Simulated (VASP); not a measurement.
Here is a VASP 6.6.1 calculation.

File INCAR:

```
SYSTEM = Au
  PREC = Accurate
  ENCUT = 520
  EDIFF = 1E-6
  ISMEAR = 0
  SIGMA = 0.15
  LREAL = .False.
  LASPH = .True.
  NELM = 80
  ALGO = Normal
  ISIF = 2
  LWAVE = .False.
  LCHARG = .False.
  GGA = PS
  NBANDS = 12
```

Contents of KPOINTS:

```
Automatic mesh
0
Gamma
  20 20 20
  0 0 0
```

File POSCAR:

```
Au
1.0
    0.0000000000      1.9841350000      2.0455000000
    1.9841350000      0.0000000000      2.0455000000
    1.9841350000      1.9841350000      0.0000000000
Au
1
Direct
    0.0000000000      0.0000000000      0.0000000000
```

Potentials or basis: VASP PAW PBE potentials, release 64 (Au).

Command:

```sh
$ cat potpaw_PBE.64/Au/POTCAR > POTCAR
$ mpirun -np 1 vasp_std > vasp.out
```

Question: What does it give for the pressure?

Answer: 11.0 GPa.

Stress tensor (GPa, compression positive):
```
11.39  0.00  0.00
 0.00 11.39  0.00
 0.00  0.00 10.13
```

Caveat: the cell differs from its parent crystal (strain -0.030 along x and y, +0.000 along z); the PAW data sets were made with another functional, which shifts forces and pressure a little.
